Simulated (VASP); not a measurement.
## Y: electric field gradients with PBE

Y:

```
Y
1.0
     3.62699    0.00000    0.00000
    -1.81350    3.14107    0.00000
     0.00000    0.00000    5.70883
Y
2
Direct
  0.33333 0.66667 0.25000
  0.66667 0.33333 0.75000
```

```yaml
Program: VASP 6.6.1
Task: electric field gradients
Functional: PBE
Potentials_or_basis: VASP PAW PBE potentials, release 64 (Y_sv)
Cutoff: 520 eV
k_mesh: 12 × 12 × 7
Occupations: fermi-dirac, width 0.08 eV
Spin: no spin polarisation
Dipole_correction: no
Further_INCAR_settings: ALGO = Normal; EDIFF = 1e-08; NBANDS = 18
```

- Pressure: 0.4 GPa
- Band gap on the k mesh: zero (bands 11 and 12 overlap by 1.33 eV)
- Largest electric field gradient by atom: Y +26.7 V/Å²

Stress tensor (GPa, compression positive):
```
0.58 0.00 0.00
0.00 0.58 0.00
0.00 0.00 0.04
```

Levels at points of the mesh, in eV from the Fermi level:
```
           k point  band 7  band 8  band 9  band 10  band 11  band 12  band 13  band 14  band 15  band 16
(0.00, 0.00, 0.00)  -22.37  -22.34   -4.71    -1.88     0.89     1.76     1.76     2.04     2.37     2.37
(0.50, 0.00, 0.00)  -22.49  -22.43   -1.67    -1.20    -0.83    -0.08     1.40     1.49     2.07     5.08
```

Electric field gradients, principal values (V/Å²):
| atom | least | middle | greatest (by size) |
| --- | --- | --- | --- |
| 1 Y | -13.345 | -13.346 | 26.691 |
| 2 Y | -13.345 | -13.346 | 26.691 |

It took 2.5 min on 1 thread of Intel Xeon 8259CL (shared host), peak memory 0.23 GiB.

Caveat: without QUAD_EFG the Cq values of the log hold for a quadrupole moment of 1 mb, not for the nuclei.
